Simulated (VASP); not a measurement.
# Cu (P6_3/mmc) in VASP: a series of runs

Cu is run at these levels: PBEsol; tasks: single point.

All numbers are computed with VASP 6.6.1; they aren't measurements. Logs are shortened: lines on timing, memory, paths and dates and some standing lists are left out, and cuts for length are marked.

## (1) The cell of the first run

The structure is hexagonal, space group P6_3/mmc (No. 194). The conventional cell has a = 2.342 Å, b = 2.342 Å, c = 3.854 Å, α = 90.00°, β = 90.00°, γ = 120.00°. Cu (site symmetry -6m2) has 12 Cu at 2.34 to 2.35 Å within 3.1 Å.

## (2) Single point, PBEsol

File INCAR:

```
SYSTEM = Cu
ALGO = Normal
EDIFF = 1E-7
ENCUT = 520
GGA = PS
ISIF = 2
ISMEAR = 1
LASPH = .TRUE.
LCHARG = .FALSE.
LREAL = .FALSE.
LWAVE = .FALSE.
NBANDS = 18
NELM = 80
PREC = Accurate
SIGMA = 0.05
```

File KPOINTS:

```
k-points
0
G
  11 11 6
  0 0 0
```

File POSCAR:

```
Cu
1.0
    2.3419488661      0.0000000000      0.0000000000
   -1.1709744330      2.0281872124      0.0000000000
    0.0000000000      0.0000000000      3.8544886275
Cu
2
Direct
    0.3333333333      0.6666666667      0.2500000000
    0.6666666667      0.3333333333      0.7500000000
```

Potentials or basis: VASP PAW PBE potentials, release 64 (Cu).

Command:

```bash
> cat potpaw_PBE.64/Cu/POTCAR > POTCAR
> mpirun -np 1 vasp_std > vasp.out
```

OUTCAR:

```text
SYSTEM = Cu
   EDIFF = 1E-7
   ENCUT = 520
   GGA = PS
   ISIF = 2
   ISMEAR = 1
   LASPH = .TRUE.
   LREAL = .FALSE.
   NELM = 80
   PREC = Accurate

 ion  position               nearest neighbor table
   1  0.333  0.667  0.250-   2 2.35   2 2.35   2 2.35   2 2.35   2 2.35   2 2.35
   2  0.667  0.333  0.750-   1 2.35   1 2.35   1 2.35   1 2.35   1 2.35   1 2.35

  LATTYP: Found a hexagonal cell.
 ALAT       =     2.3419488661
 C/A-ratio  =     1.6458466209

  Lattice vectors:

 A1 = (   2.3419488661,   0.0000000000,   0.0000000000)
 A2 = (  -1.1709744330,   2.0281872124,   0.0000000000)
 A3 = (   0.0000000000,   0.0000000000,   3.8544886275)

Analysis of symmetry for initial positions (statically):
=====================================================================
 Subroutine PRICEL returns:
 Original cell was already a primitive cell.

 Routine SETGRP: Setting up the symmetry group for a
 hexagonal supercell.

 Subroutine GETGRP returns: Found 24 space group operations
 (whereof 12 operations were pure point group operations)
 out of a pool of 24 trial point group operations.

The static configuration has the point symmetry D_3d.
 The point group associated with its full space group is D_6h.

Analysis of symmetry for dynamics (positions and initial velocities):
=====================================================================
 Subroutine PRICEL returns:
 Original cell was already a primitive cell.

 Routine SETGRP: Setting up the symmetry group for a
 hexagonal supercell.

 Subroutine GETGRP returns: Found 24 space group operations
 (whereof 12 operations were pure point group operations)
 out of a pool of 24 trial point group operations.

The dynamic configuration has the point symmetry D_3d.
 The point group associated with its full space group is D_6h.

 Subroutine INISYM returns: Found 24 space group operations
 (whereof 12 operations are pure point group operations),
 and found     1 'primitive' translations

----------------------------------------------------------------------------------------

                                     Primitive cell

  volume of cell :      18.3085

  direct lattice vectors                    reciprocal lattice vectors
     2.341948866  0.000000000  0.000000000     0.426994805  0.246525566  0.000000000
    -1.170974433  2.028187212  0.000000000     0.000000000  0.493051132  0.000000000
     0.000000000  0.000000000  3.854488627     0.000000000  0.000000000  0.259437787

  length of vectors
     2.341948866  2.341948866  3.854488627     0.493051132  0.493051132  0.259437787

  position of ions in fractional coordinates (direct lattice)
     0.333333333  0.666666667  0.250000000
     0.666666667  0.333333333  0.750000000

  ion indices of the primitive-cell ions
   primitive index   ion index
                 1           1
                 2           2

----------------------------------------------------------------------------------------

 KPOINTS: k-points

Automatic generation of k-mesh.
 Grid dimensions read from file:
 generate k-points for:   11   11    6

 Generating k-lattice:

  Cartesian coordinates                     Fractional coordinates (reciprocal lattice)
     0.038817710  0.022411415  0.000000000     0.090909091  0.000000000  0.000000000
     0.000000000  0.044822830  0.000000000     0.000000000  0.090909091  0.000000000
     0.000000000  0.000000000  0.043239631     0.000000000  0.000000000  0.166666667

  Length of vectors
     0.044822830  0.044822830  0.043239631

  Shift w.r.t. Gamma in fractional coordinates (k-lattice)
     0.000000000  0.000000000  0.000000000

 Subroutine IBZKPT returns following result:
 ===========================================

 Found     64 irreducible k-points:

 Following reciprocal coordinates:
            Coordinates               Weight
  0.000000  0.000000  0.000000      1.000000
  0.090909  0.000000  0.000000      6.000000
  0.181818 -0.000000  0.000000      6.000000
  0.272727  0.000000  0.000000      6.000000
  0.363636 -0.000000  0.000000      6.000000
  0.454545  0.000000  0.000000      6.000000
[... 16 lines left out ...]
  0.090909  0.090909  0.166667     12.000000
  0.181818  0.090909  0.166667     24.000000
 [... further k-points ...]
   k-points           NKPTS =     64   k-points in BZ     NKDIM =     64   number of bands    NBANDS=     18
   number of dos      NEDOS =    301   number of ions     NIONS =      2
   total plane-waves  NPLWV =   9720
   dimension x,y,z NGX =    18 NGY =   18 NGZ =   30
   dimension x,y,z NGXF=    36 NGYF=   36 NGZF=   60
   ions per type =               2
   NGX,Y,Z   is equivalent  to a cutoff of  12.78, 12.78, 12.94 a.u.
   NGXF,Y,Z  is equivalent  to a cutoff of  25.56, 25.56, 25.88 a.u.
 SYSTEM =  Cu
   PREC   = accura    normal or accurate (medium, high low for compatibility)
   ISTART =      0    job   : 0-new  1-cont  2-samecut
   ICHARG =      2    charge: 1-file 2-atom 10-const
   ISPIN  =      1    spin polarized calculation?
   LNONCOLLINEAR =      F non collinear calculations
   LSORBIT =      F    spin-orbit coupling
   LASPH  =      T    aspherical Exc in radial PAW
   ENCUT  =  520.0 eV  38.22 Ry    6.18 a.u.   4.35  4.35  7.17*2*pi/ulx,y,z
   NELM   =     80;   NELMIN=  2; NELMDL= -5     # of ELM steps
   EDIFF  = 0.1E-06   stopping-criterion for ELM
   LREAL  =      F    real-space projection
   EDIFFG = 0.1E-05   stopping-criterion for IOM
   NSW    =      0    number of steps for IOM
   IBRION =     -1    ionic relax: 0-MD 1-quasi-New 2-CG
   NFREE  =      0    steps in history (QN), initial steepest desc. (CG)
   ISIF   =      2    stress and relaxation
   ISYM   =      2    0-nonsym 1-usesym 2-fastsym
   POTIM  = 0.5000    time-step for ionic-motion
   TEBEG  =    0.0;   TEEND  =   0.0 temperature during run
   PSTRESS=    0.0 pullay stress
   NELECT =      22.0000    total number of electrons
   NUPDOWN=      -1.0000    fix difference up-down
   EMIN   =  10.00;   EMAX   =-10.00  energy-range for DOS
   EFERMI =   0.00;   METHOD = LEGACY
   ISMEAR =     1;   SIGMA  =   0.05  broadening in eV -4-tet -1-fermi 0-gaus
   EFERMI_NEDOS =   21; number of points for ismear=-14 and -15
   IALGO  =     38    algorithm
   IMIX   =      4    mixing-type and parameters
     AMIX     =   0.40;   BMIX     =  1.00
     AMIX_MAG =   1.60;   BMIX_MAG =  1.00
  volume/ion in A,a.u.               =       9.15        61.78
  Fermi-wavevector in a.u.,A,eV,Ry     =   1.740464  3.289000 41.214960  3.029214
  Thomas-Fermi vector in A             =   2.813108
   LORBIT       =      0    0 simple, 1 ext, 2 COOP (PROOUT), +10 PAW based schemes
   GGA     = PS    functional components
   LHFCALC =     F    Hartree Fock is set to
   AEXX    =    0.0000 exact exchange contribution
   IVDW    =     0    specifies the selected vdW correction
   LEPSILON=     F    determine dielectric tensor
   LRPA    =     F    only Hartree local field effects (RPA)
 non-spin polarized calculation
 Methfessel and Paxton  Order N= 1 SIGMA  =   0.05
  energy-cutoff  :      520.00
  volume of cell :       18.31
 maximum number of plane-waves:       525
 NGX is ok and might be reduce to    18
   NGX =  9   NGY =  9   NGZ = 15

 number of electron      21.9999973 magnetization

 Free energy of the ion-electron system (eV)
  ---------------------------------------------------
  ext. energy  EPLUGINS =         0.00000000
  ---------------------------------------------------
  free energy    TOTEN  =        -7.92369902 eV

  energy without entropy =       -7.92340318  energy(sigma->0) =       -7.92360041

 E-fermi :  11.1781     XC(G=0): -14.4692

 val. band max:       10.9761694640   @ k =   0.3636   0.0909   0.5000
 cond. band min:      11.1931737250   @ k =   0.2727   0.1818   0.5000
 fundamental gap:      0.2170042610
 Fermi energy:        11.1780855793

 k-point     1 :       0.0000    0.0000    0.0000
  band No.  band energies     occupation
      1      -0.5064      2.00000
      2       4.2181      2.00000
      3       7.0018      2.00000
      4       7.1223      2.00000
      5       7.1223      2.00000
      6       7.4294      2.00000
[... 10 lines left out ...]
     17      37.5151      0.00000
     18      37.7972      0.00000

 k-point     2 :       0.0909    0.0000    0.0000
  band No.  band energies     occupation
      1      -0.1833      2.00000
      2       4.4165      2.00000
      3       6.8221      2.00000
      4       7.2535      2.00000
      5       7.2647      2.00000
      6       7.3673      2.00000
[... 10 lines left out ...]
     17      37.6267      0.00000
     18      38.8893      0.00000

 k-point     3 :       0.1818   -0.0000    0.0000
  band No.  band energies     occupation
      1       0.7502      2.00000
      2       4.8928      2.00000
      3       6.5208      2.00000
      4       6.5910      2.00000
      5       7.1328      2.00000
      6       7.6021      2.00000
[... 10 lines left out ...]
     17      34.8648      0.00000
     18      37.9421      0.00000

 k-point     4 :       0.2727    0.0000    0.0000
  band No.  band energies     occupation
      1       2.1550      2.00000
      2       5.2061      2.00000
      3       5.8384      2.00000
      4       6.3686      2.00000
      5       7.0399      2.00000
      6       7.3646      2.00000
[... 10 lines left out ...]
     17      31.4456      0.00000
     18      35.7142      0.00000

 k-point     5 :       0.3636   -0.0000    0.0000
  band No.  band energies     occupation
      1       3.6382      2.00000
      2       5.0664      2.00000
      3       5.3516      2.00000
      4       6.5010      2.00000
      5       7.1671      2.00000
      6       7.2464      2.00000
[... 10 lines left out ...]
     17      28.2086      0.00000
     18      34.4503      0.00000

 k-point     6 :       0.4545    0.0000    0.0000
  band No.  band energies     occupation
      1       4.5011      2.00000
      2       4.8429      2.00000
      3       5.1148      2.00000
      4       6.8722      2.00000
      5       7.0564      2.00000
      6       7.1295      2.00000
[... 10 lines left out ...]
     17      26.4343      0.00000
     18      34.0652      0.00000

 k-point     7 :       0.0909    0.0909    0.0000
  band No.  band energies     occupation
      1       0.4462      2.00000
      2       4.7636      2.00000
      3       6.5795      2.00000
      4       6.8585      2.00000
      5       7.2272      2.00000
      6       7.4246      2.00000
[... 10 lines left out ...]
     17      36.8720      0.00000
     18      37.0872      0.00000

 k-point     8 :       0.1818    0.0909    0.0000
  band No.  band energies     occupation
      1       1.6279      2.00000
      2       5.2267      2.00000
      3       6.1082      2.00000
      4       6.2727      2.00000
      5       7.0771      2.00000
      6       7.2785      2.00000
[... 10 lines left out ...]
     17      34.3634      0.00000
     18      35.4303      0.00000
[... 229 lines left out ...]
     17      34.7018      0.00000
     18      35.6065      0.00000

 k-point    20 :       0.2727    0.0000    0.1667
  band No.  band energies     occupation
      1       2.3824      2.00000
      2       5.2006      2.00000
      3       5.7252      2.00000
      4       6.4161      2.00000
      5       6.9001      2.00000
      6       7.4226      2.00000
[... 10 lines left out ...]
     17      32.9427      0.00000
     18      35.5398      0.00000

 k-point    21 :       0.3636   -0.0000    0.1667
  band No.  band energies     occupation
      1       3.7258      2.00000
      2       5.0422      2.00000
      3       5.4553      2.00000
      4       6.2700      2.00000
      5       7.2169      2.00000
      6       7.2691      2.00000
[... 10 lines left out ...]
     17      30.3358      0.00000
     18      34.6070      0.00000

 k-point    22 :       0.4545    0.0000    0.1667
  band No.  band energies     occupation
      1       4.3516      2.00000
      2       4.8375      2.00000
      3       5.4809      2.00000
      4       6.1489      2.00000
      5       7.1735      2.00000
      6       7.4466      2.00000
[... 10 lines left out ...]
     17      27.2820      0.00000
     18      34.1645      0.00000

 k-point    23 :       0.0909    0.0909    0.1667
  band No.  band energies     occupation
      1       0.7309      2.00000
      2       4.6696      2.00000
      3       6.5329      2.00000
      4       6.6146      2.00000
      5       7.1129      2.00000
      6       7.3159      2.00000
[... 10 lines left out ...]
     17      34.9910      0.00000
     18      37.0110      0.00000

 k-point    24 :       0.1818    0.0909    0.1667
  band No.  band energies     occupation
      1       1.8811      2.00000
      2       5.2159      2.00000
      3       5.9117      2.00000
      4       6.3297      2.00000
      5       6.9736      2.00000
      6       7.2642      2.00000
[... 10 lines left out ...]
     17      33.7605      0.00000
     18      35.9136      0.00000

 [... further k-points ...]

------------------------ aborting loop because EDIFF is reached ----------------------------------------

  FORCE on cell =-STRESS in cart. coord.  units (eV):
  Direction    XX          YY          ZZ          XY          YZ          ZX
  --------------------------------------------------------------------------------------
  -------------------------------------------------------------------------------------
  Total        6.9481617      6.9481617      6.9417733      0.0000000      0.0000000     -0.0000000
  in kB      608.0345858    608.0345858    607.4755333      0.0000000      0.0000000     -0.0000000
  external PRESSURE =     607.8482350 kB  Pullay stress =       0.0000000 kB

 VOLUME and BASIS-vectors are now :
 -----------------------------------------------------------------------------
  energy-cutoff  :      520.00
  volume of cell :       18.31
      direct lattice vectors                 reciprocal lattice vectors
     2.341948866  0.000000000  0.000000000     0.426994805  0.246525566  0.000000000
    -1.170974433  2.028187212  0.000000000     0.000000000  0.493051132  0.000000000
     0.000000000  0.000000000  3.854488627     0.000000000  0.000000000  0.259437787

 POSITION                                       TOTAL-FORCE (eV/Angst)
 -----------------------------------------------------------------------------------
     -0.00000      1.35212      0.96362        -0.000000     -0.000000      0.000000
      1.17097      0.67606      2.89087         0.000000      0.000000      0.000000
 -----------------------------------------------------------------------------------
    total drift:                               -0.000000      0.000000     -0.000000

  FREE ENERGIE OF THE ION-ELECTRON SYSTEM (eV)
  ---------------------------------------------------
  free  energy   TOTEN  =        -7.9236990182 eV

  energy  without entropy=       -7.9234031812  energy(sigma->0) =       -7.92360041
```

Wall time 9.1 s (1 thread of Intel Xeon 6975P-C (Granite Rapids), shared host); peak memory 0.14 GiB.

What came out:

| Property | Result |
| --- | --- |
| Free energy | -7.9237 eV |
| Pressure | 60.8 GPa |
| Band gap on the k mesh | zero (band 11 reaches 15.04 eV, above the bottom of band 12 at 8.64 eV) |

Levels at points of the mesh, in eV from the Fermi level:
```csv
k point,band 8,band 9,band 10,band 11,band 12,band 13,band 14,band 15
"(0.00, 0.00, 0.00)",-3.28,-3.28,-2.21,-2.21,-2.10,4.93,23.30,25.93
"(0.00, 0.00, 0.50)",-4.10,-2.53,-2.53,-2.53,-2.53,14.35,14.35,24.11
```

Caveat: the PAW data sets were made with another functional, which shifts forces and pressure a little.

[end of part 1 of 2]
